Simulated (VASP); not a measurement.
# K3RbI4O12 (a cell with a defect) in VASP: relaxation of the atoms with PBE

Aim: the relaxation of the atoms of K3RbI4O12 (a cell with a defect) with PBE.

All numbers are computed with VASP 6.6.1; they aren't measurements. Logs are shortened: lines on timing, memory, paths and dates and some standing lists are left out, and cuts for length are marked.

## 1. The cell of the first run

The cell holds a defect, 20 atoms: a = 7.782 Å, b = 7.782 Å, c = 7.782 Å, α = 109.10°, β = 109.10°, γ = 109.10°.

## 2. Relaxation of the atoms, PBE

Contents of INCAR:

```
SYSTEM = K3RbI4O12
ALGO = Normal
EDIFF = 1E-7
EDIFFG = -0.03
ENCUT = 520
GGA = PE
IBRION = 2
ISIF = 2
ISMEAR = -1
KPAR = 2
LASPH = .True.
LCHARG = .False.
LREAL = Auto
LWAVE = .False.
NELM = 60
NSW = 60
PREC = Accurate
SIGMA = 0.01
```

Contents of KPOINTS:

```
k-points
0
Gamma
  3 3 3
  0 0 0
```

Contents of POSCAR:

```
K3RbI4O12
1.0
   -6.3396000000     -3.6601697666      2.6414000000
    6.3396000000     -3.6601697666      2.6414000000
    0.0000000000      7.3203395332      2.6414000000
Rb K I O
1 3 4 12
Direct
    0.0093000000      0.0093000000      0.0093000000
    0.5093000000      0.5093000000      0.0093000000
    0.5093000000      0.0093000000      0.5093000000
    0.0093000000      0.5093000000      0.5093000000
    0.5000000000      0.5000000000      0.5000000000
    0.0000000000      0.0000000000      0.5000000000
    0.0000000000      0.5000000000      0.0000000000
    0.5000000000      0.0000000000      0.0000000000
    0.3257000000      0.5442000000      0.3257000000
    0.8257000000      0.0442000000      0.3257000000
    0.8257000000      0.5442000000      0.8257000000
    0.3257000000      0.0442000000      0.8257000000
    0.3257000000      0.3257000000      0.5442000000
    0.8257000000      0.8257000000      0.5442000000
    0.8257000000      0.3257000000      0.0442000000
    0.3257000000      0.8257000000      0.0442000000
    0.5442000000      0.3257000000      0.3257000000
    0.0442000000      0.8257000000      0.3257000000
    0.0442000000      0.3257000000      0.8257000000
    0.5442000000      0.8257000000      0.8257000000
```

Potentials or basis: VASP PAW PBE potentials, release 64 (Rb_sv, K_sv, I, O).

On the command line:

```
$ cat potpaw_PBE.64/Rb_sv/POTCAR potpaw_PBE.64/K_sv/POTCAR potpaw_PBE.64/I/POTCAR potpaw_PBE.64/O/POTCAR > POTCAR
$ mpirun -np 2 vasp_std > vasp.out
```

OUTCAR:

```text
SYSTEM = K3RbI4O12
   EDIFF = 1E-7
   EDIFFG = -0.03
   ENCUT = 520
   GGA = PE
   IBRION = 2
   ISIF = 2
   ISMEAR = -1
   LASPH = .True.
   LREAL = Auto
   NELM = 60
   NSW = 60
   PREC = Accurate

 ion  position               nearest neighbor table
   1  0.009  0.009  0.009-  11 3.01  20 3.01  14 3.01  16 3.21  15 3.21  19 3.21  12 3.21  10 3.21
                            18 3.21   9 3.47  17 3.47  13 3.47   8 3.87   7 3.87   6 3.87   5 3.89
   2  0.509  0.509  0.009-   1 4.51   1 4.51
   3  0.509  0.009  0.509-   1 4.51   1 4.51
   4  0.009  0.509  0.509-   1 4.51   1 4.51
   5  0.500  0.500  0.500-   9 1.79  17 1.79  13 1.79  11 2.76  20 2.76  14 2.76   1 3.89   1 4.04

   6  0.000  0.000  0.500-  10 1.79  18 1.79  14 1.79  12 2.76  19 2.76  13 2.76   1 3.87   1 3.92
[... 5 lines left out ...]
   9  0.326  0.544  0.326-   5 1.79   7 2.76   1 3.47
  10  0.826  0.044  0.326-   6 1.79   8 2.76   1 3.21
  11  0.826  0.544  0.826-   7 1.79   5 2.76   1 3.01
  12  0.326  0.044  0.826-   8 1.79   6 2.76   1 3.21
  13  0.326  0.326  0.544-   5 1.79   6 2.76   1 3.47
  14  0.826  0.826  0.544-   6 1.79   5 2.76   1 3.01
  15  0.826  0.326  0.044-   7 1.79   8 2.76   1 3.21
  16  0.326  0.826  0.044-   8 1.79   7 2.76   1 3.21
  17  0.544  0.326  0.326-   5 1.79   8 2.76   1 3.47
  18  0.044  0.826  0.326-   6 1.79   7 2.76   1 3.21
  19  0.044  0.326  0.826-   7 1.79   6 2.76   1 3.21
  20  0.544  0.826  0.826-   8 1.79   5 2.76   1 3.01

  LATTYP: Found a trigonal (rhomboedric) cell.
 ALAT       =     7.7823110218
 COS(alpha) =    -0.3272005169

  Lattice vectors:

 A1 = (  -6.3396000000,  -3.6601697666,   2.6414000000)
 A2 = (   6.3396000000,  -3.6601697666,   2.6414000000)
 A3 = (   0.0000000000,   7.3203395332,   2.6414000000)

Analysis of symmetry for initial positions (statically):
=====================================================================
 Subroutine PRICEL returns:
 Original cell was already a primitive cell.

 Routine SETGRP: Setting up the symmetry group for a
 trigonal (rhombohedral) supercell.

 Subroutine GETGRP returns: Found  6 space group operations
 (whereof  6 operations were pure point group operations)
 out of a pool of 12 trial point group operations.

The static configuration has the point symmetry C_3v.

Analysis of symmetry for dynamics (positions and initial velocities):
=====================================================================
 Subroutine PRICEL returns:
 Original cell was already a primitive cell.

 Routine SETGRP: Setting up the symmetry group for a
 trigonal (rhombohedral) supercell.

 Subroutine GETGRP returns: Found  6 space group operations
 (whereof  6 operations were pure point group operations)
 out of a pool of 12 trial point group operations.

The dynamic configuration has the point symmetry C_3v.

 Subroutine INISYM returns: Found  6 space group operations
 (whereof  6 operations are pure point group operations),
 and found     1 'primitive' translations

----------------------------------------------------------------------------------------

                                     Primitive cell

  volume of cell :     367.7465

  direct lattice vectors                    reciprocal lattice vectors
    -6.339600000 -3.660169767  2.641400000    -0.078869329 -0.045535228  0.126195704
     6.339600000 -3.660169767  2.641400000     0.078869329 -0.045535228  0.126195704
     0.000000000  7.320339533  2.641400000     0.000000000  0.091070457  0.126195704

  length of vectors
     7.782311022  7.782311022  7.782311022     0.155625139  0.155625139  0.155625139

  position of ions in fractional coordinates (direct lattice)
     0.009300000  0.009300000  0.009300000
     0.509300000  0.509300000  0.009300000
     0.509300000  0.009300000  0.509300000
     0.009300000  0.509300000  0.509300000
     0.500000000  0.500000000  0.500000000
     0.000000000  0.000000000  0.500000000
[... 12 lines left out ...]
     0.044200000  0.325700000  0.825700000
     0.544200000  0.825700000  0.825700000

  ion indices of the primitive-cell ions
   primitive index   ion index
                 1           1
                 2           2
                 3           3
                 4           4
                 5           5
                 6           6
[... 12 lines left out ...]
                19          19
                20          20

----------------------------------------------------------------------------------------

 KPOINTS: k-points

Automatic generation of k-mesh.
 Grid dimensions read from file:
 generate k-points for:    3    3    3

 Generating k-lattice:

  Cartesian coordinates                     Fractional coordinates (reciprocal lattice)
    -0.026289776 -0.015178409  0.042065235     0.333333333  0.000000000  0.000000000
     0.026289776 -0.015178409  0.042065235     0.000000000  0.333333333  0.000000000
     0.000000000  0.030356819  0.042065235     0.000000000  0.000000000  0.333333333

  Length of vectors
     0.051875046  0.051875046  0.051875046

  Shift w.r.t. Gamma in fractional coordinates (k-lattice)
     0.000000000  0.000000000  0.000000000

 Subroutine IBZKPT returns following result:
 ===========================================

 Found      6 irreducible k-points:

 Following reciprocal coordinates:
            Coordinates               Weight
  0.000000  0.000000  0.000000      1.000000
  0.333333  0.000000  0.000000      6.000000
  0.333333  0.333333  0.000000      6.000000
 -0.333333  0.333333  0.000000      6.000000
  0.333333  0.333333  0.333333      2.000000
 -0.333333  0.333333  0.333333      6.000000
   k-points           NKPTS =      6   k-points in BZ     NKDIM =      6   number of bands    NBANDS=     81
   number of dos      NEDOS =    301   number of ions     NIONS =     20
   total plane-waves  NPLWV = 216000
   dimension x,y,z NGX =    60 NGY =   60 NGZ =   60
   dimension x,y,z NGXF=   120 NGYF=  120 NGZF=  120
   ions per type =               1   3   4  12
   NGX,Y,Z   is equivalent  to a cutoff of  12.82, 12.82, 12.82 a.u.
   NGXF,Y,Z  is equivalent  to a cutoff of  25.63, 25.63, 25.63 a.u.
 SYSTEM =  K3RbI4O12
   PREC   = accura    normal or accurate (medium, high low for compatibility)
   ISTART =      0    job   : 0-new  1-cont  2-samecut
   ICHARG =      2    charge: 1-file 2-atom 10-const
   ISPIN  =      1    spin polarized calculation?
   LNONCOLLINEAR =      F non collinear calculations
   LSORBIT =      F    spin-orbit coupling
   LASPH  =      T    aspherical Exc in radial PAW
   ENCUT  =  520.0 eV  38.22 Ry    6.18 a.u.  14.47 14.47 14.47*2*pi/ulx,y,z
   NELM   =     60;   NELMIN=  2; NELMDL= -5     # of ELM steps
   EDIFF  = 0.1E-06   stopping-criterion for ELM
   LREAL  =      T    real-space projection
   EDIFFG = -.3E-01   stopping-criterion for IOM
   NSW    =     60    number of steps for IOM
   IBRION =      2    ionic relax: 0-MD 1-quasi-New 2-CG
   NFREE  =      1    steps in history (QN), initial steepest desc. (CG)
   ISIF   =      2    stress and relaxation
   ISYM   =      2    0-nonsym 1-usesym 2-fastsym
   POTIM  = 0.5000    time-step for ionic-motion
   TEBEG  =    0.0;   TEEND  =   0.0 temperature during run
   PSTRESS=    0.0 pullay stress
   NELECT =     136.0000    total number of electrons
   NUPDOWN=      -1.0000    fix difference up-down
   EMIN   =  10.00;   EMAX   =-10.00  energy-range for DOS
   EFERMI =   0.00;   METHOD = LEGACY
   ISMEAR =    -1;   SIGMA  =   0.01  broadening in eV -4-tet -1-fermi 0-gaus
   EFERMI_NEDOS =   21; number of points for ismear=-14 and -15
   IALGO  =     38    algorithm
   IMIX   =      4    mixing-type and parameters
     AMIX     =   0.40;   BMIX     =  1.00
     AMIX_MAG =   1.60;   BMIX_MAG =  1.00
  volume/ion in A,a.u.               =      18.39       124.08
  Fermi-wavevector in a.u.,A,eV,Ry     =   1.175091  2.220601 18.787465  1.380840
  Thomas-Fermi vector in A             =   2.311478
   LORBIT       =      0    0 simple, 1 ext, 2 COOP (PROOUT), +10 PAW based schemes
   GGA     = PE    functional components
   LHFCALC =     F    Hartree Fock is set to
   AEXX    =    0.0000 exact exchange contribution
   IVDW    =     0    specifies the selected vdW correction
   LEPSILON=     F    determine dielectric tensor
   LRPA    =     F    only Hartree local field effects (RPA)
 conjugate gradient relaxation of ions
 non-spin polarized calculation
  energy-cutoff  :      520.00
  volume of cell :      367.75
 maximum number of plane-waves:      9945
 NGX is ok and might be reduce to    60
   NGX = 29   NGY = 29   NGZ = 29

--------------------------------------- Ionic step        1  -------------------------------------------

 number of electron     135.9999980 magnetization

 Free energy of the ion-electron system (eV)
  ---------------------------------------------------
  ext. energy  EPLUGINS =         0.00000000
  ---------------------------------------------------
  free energy    TOTEN  =       -88.13900235 eV

  energy without entropy =      -88.13900235  energy(sigma->0) =      -88.13900235

------------------------ aborting loop because EDIFF is reached ----------------------------------------

  FORCE on cell =-STRESS in cart. coord.  units (eV):
  Direction    XX          YY          ZZ          XY          YZ          ZX
  --------------------------------------------------------------------------------------
  -------------------------------------------------------------------------------------
  Total       14.6602670     14.6602670     11.4297685      0.0000000      0.0000000      0.0000000
  in kB       63.8710348     63.8710348     49.7965789      0.0000000      0.0000000      0.0000000
  external PRESSURE =      59.1795495 kB  Pullay stress =       0.0000000 kB
[... 143 lines left out ...]
  FREE ENERGIE OF THE ION-ELECTRON SYSTEM (eV)
  ---------------------------------------------------
  free  energy   TOTEN  =       -88.6331905437 eV

  energy  without entropy=      -88.6331905437  energy(sigma->0) =      -88.63319054

[... ionic steps 4 to 13 ...]

--------------------------------------- Ionic step       14  -------------------------------------------

 number of electron     135.9999998 magnetization

------------------------ aborting loop because EDIFF is reached ----------------------------------------
[... 103 lines left out ...]
--------------------------------------- Ionic step       16  -------------------------------------------

 number of electron     135.9999997 magnetization

 Free energy of the ion-electron system (eV)
  ---------------------------------------------------
  ext. energy  EPLUGINS =         0.00000000
  ---------------------------------------------------
  free energy    TOTEN  =       -88.64262302 eV

  energy without entropy =      -88.64262302  energy(sigma->0) =      -88.64262302

 E-fermi :   1.7100     XC(G=0):  -8.9212

 val. band max:        1.4518463654   @ k =  -0.3333   0.3333   0.3333
 cond. band min:       4.3392547147   @ k =  -0.3333   0.3333   0.3333
 fundamental gap:      2.8874083493
 Fermi energy:         1.7099862981

 k-point     1 :       0.0000    0.0000    0.0000
  band No.  band energies     occupation
      1     -26.5846      2.00000
      2     -26.5800      2.00000
      3     -26.5800      2.00000
      4     -22.9445      2.00000
      5     -18.3883      2.00000
      6     -18.0522      2.00000
[... 487 lines left out ...]
     79       7.8555      0.00000
     80       7.9496      0.00000
 [bands above 80 left out]

------------------------ aborting loop because EDIFF is reached ----------------------------------------

  FORCE on cell =-STRESS in cart. coord.  units (eV):
  Direction    XX          YY          ZZ          XY          YZ          ZX
  --------------------------------------------------------------------------------------
  -------------------------------------------------------------------------------------
  Total        1.1198857      1.1198857      2.1947671      0.0000000      0.0000000      0.0000000
  in kB        4.8790558      4.8790558      9.5620389      0.0000000      0.0000000      0.0000000
  external PRESSURE =       6.4400502 kB  Pullay stress =       0.0000000 kB
[... 35 lines left out ...]
  FREE ENERGIE OF THE ION-ELECTRON SYSTEM (eV)
  ---------------------------------------------------
  free  energy   TOTEN  =       -88.6426230179 eV

  energy  without entropy=      -88.6426230179  energy(sigma->0) =      -88.64262302

 reached required accuracy - stopping structural energy minimisation
```

Run time: 23 min. Hardware: 2 MPI ranks of Intel Xeon Platinum 8488C (Sapphire Rapids), shared host; peak memory 0.62 GiB.

Results:

```yaml
Free_energy: -88.6426 eV
Energy_gained_by_relaxing: 25.2 meV/atom
Ionic_steps: 16
Pressure_after_relaxing: 0.6 GPa
Largest_force_after_relaxing: 0.019 eV/Å
Band_gap_on_the_k_mesh: 2.89 eV
```

Forces in eV/Å, atoms in the order of the input:
```
Rb   0.000  0.000  0.003
K    0.000  0.000 -0.016
K    0.000  0.000 -0.016
K    0.000  0.000 -0.016
I    0.000  0.000  0.013
I    0.000 -0.019  0.001
I   -0.016  0.009  0.001
I    0.016  0.009  0.001
O   -0.006  0.004 -0.011
O    0.004 -0.010  0.006
O    0.013 -0.007  0.007
O    0.011  0.001  0.006
O    0.000 -0.007 -0.011
O    0.000  0.015  0.007
O   -0.006  0.009  0.006
O    0.006  0.009  0.006
O    0.006  0.004 -0.011
O   -0.004 -0.010  0.006
O   -0.011  0.001  0.006
O   -0.013 -0.007  0.007
```

Step by step:
| step | energy change (eV) | largest force (eV/Å) | pressure (GPa) |
| --- | --- | --- | --- |
| 1 | 0.0000 | 2.6753 | 5.92 |
| 2 | 0.6173 | 3.1814 | -5.96 |
| 3 | -0.4942 | 0.1126 | 0.65 |
| 4 | -0.4941 | 0.1116 | 0.74 |
| 5 | -0.4961 | 0.0970 | 0.73 |
| 6 | -0.4992 | 0.1267 | 0.70 |
| 7 | -0.4996 | 0.1330 | 0.41 |
| 8 | -0.5000 | 0.0625 | 0.53 |
| 9 | -0.5011 | 0.0538 | 0.55 |
| 10 | -0.5017 | 0.0491 | 0.58 |
| 11 | -0.5012 | 0.1028 | 0.65 |
| 12 | -0.5018 | 0.0528 | 0.60 |
| 13 | -0.5022 | 0.0942 | 0.71 |
| 14 | -0.5023 | 0.0496 | 0.68 |
| 15 | -0.5031 | 0.0361 | 0.66 |
| 16 | -0.5036 | 0.0188 | 0.64 |

Final structure:
```cif
data_structure
_symmetry_space_group_name_H-M 'P 1'
_symmetry_Int_Tables_number 1
_cell_length_a 7.7823
_cell_length_b 7.7823
_cell_length_c 7.7823
_cell_angle_alpha 109.099
_cell_angle_beta 109.099
_cell_angle_gamma 109.099
_cell_volume 367.75
loop_
_atom_site_label
_atom_site_type_symbol
_atom_site_fract_x
_atom_site_fract_y
_atom_site_fract_z
_atom_site_occupancy
Rb1 Rb 0.01739 0.01739 0.01739 1
K1 K 0.50585 0.50585 0.00592 1
K2 K 0.50585 0.00592 0.50585 1
K3 K 0.00592 0.50585 0.50585 1
I1 I 0.50664 0.50664 0.50664 1
I2 I 0.00523 0.00523 0.50611 1
I3 I 0.00523 0.50611 0.00523 1
I4 I 0.50611 0.00523 0.00523 1
O1 O 0.32376 0.54608 0.32376 1
O2 O 0.82354 0.04632 0.32425 1
O3 O 0.81968 0.54020 0.81968 1
O4 O 0.32425 0.04632 0.82354 1
O5 O 0.32376 0.32376 0.54608 1
O6 O 0.81968 0.81968 0.54020 1
O7 O 0.82354 0.32425 0.04632 1
O8 O 0.32425 0.82354 0.04632 1
O9 O 0.54608 0.32376 0.32376 1
O10 O 0.04632 0.82354 0.32425 1
O11 O 0.04632 0.32425 0.82354 1
O12 O 0.54020 0.81968 0.81968 1
```

Levels at points of the mesh, in eV from the valence-band top:
```csv
k point,band 64,band 65,band 66,band 67,band 68,band 69,band 70,band 71,band 72,band 73
"(0.00, 0.00, 0.00)",-0.57,-0.54,-0.35,-0.35,-0.34,3.37,3.37,3.37,3.98,3.98
```

Caveat: spin-orbit coupling is left out, which moves the levels of the heavy elements.
